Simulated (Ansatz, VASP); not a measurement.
Given: the input of a run of Ansatz 0.2.0 on CoO.

Contents of input.yaml:

```yaml
crystal:
  lattice:
    - [2.57052631, 0.0, 0.0]
    - [0.0, 2.57052631, 0.0]
    - [0.0, 0.0, 2.57052631]
  atoms:
    - { symbol: Co, position: [0.0, 0.0, 0.0], spin: 2.0 }
    - { symbol: O, position: [0.5, 0.5, 0.5] }
hamiltonian:
  xc: pbe
  pseudopotentials: { kind: paw }
magnetization:
  spin_polarized: true
kpoints:
  mp_grid: { grid: [10, 10, 10] }
scf:
  occupations: { method: fermi_dirac, width: 0.05 }
output:
  forces: true
  stress: true
  eigenvalues: true
```

Potentials or basis: Ansatz PAW.

Launch:

```bash
$ ansatz run input.yaml --threads 2 --pin off --max-ram 5632MiB --backend cpu --events-out ev --progress --plain --runs-dir out
```

Set up the same calculation for VASP 6.6.1. Potentials there: VASP PAW PBE potentials, release 64 (Co, O).

As run (the cutoff follows the program's own potentials):

Contents of INCAR:

```
SYSTEM = CoO
ALGO = Normal
EDIFF = 1E-7
ENCUT = 520
GGA = PE
ISIF = 2
ISMEAR = -1
ISPIN = 2
LASPH = .True.
LCHARG = .False.
LMAXMIX = 4
LORBIT = 11
LREAL = .False.
LWAVE = .False.
MAGMOM = 2 0
NBANDS = 18
NELM = 150
PREC = Accurate
SIGMA = 0.05
```

File KPOINTS:

```
k-points
0
Gamma
  10 10 10
  0 0 0
```

File POSCAR:

```
CoO
1.0
    2.5705263100      0.0000000000      0.0000000000
    0.0000000000      2.5705263100      0.0000000000
    0.0000000000      0.0000000000      2.5705263100
Co O
1 1
Direct
    0.0000000000      0.0000000000      0.0000000000
    0.5000000000      0.5000000000      0.5000000000
```

Potentials or basis: VASP PAW PBE potentials, release 64 (Co, O).

Launch:

```console
$ cat potpaw_PBE.64/Co/POTCAR potpaw_PBE.64/O/POTCAR > POTCAR
$ mpirun -np 1 vasp_std > vasp.out
```

Both were run:

|  | VASP | Ansatz | Ansatz less VASP |
| --- | --- | --- | --- |
| gap on the k mesh at the Fermi level (eV) | none | none | - |
| pressure (GPa) | 11.1 | 11.7 | +0.55 |
| net moment per atom (μB) | 1.50 | 1.50 | 0.000 |
| size of the moment on the site where the two differ most (μB) | 0.45 | 0.48 | +0.022 |

Site moments also hang on the region over which each program counts them. A gap of «none» marks a metal or a gap that the smearing closes. With one functional, cell and mesh, what is left measures potentials, basis and numerics. VASP's potentials hold 15 valence electrons a cell and Ansatz's 23, so a difference there can come from the potentials and not from the codes.
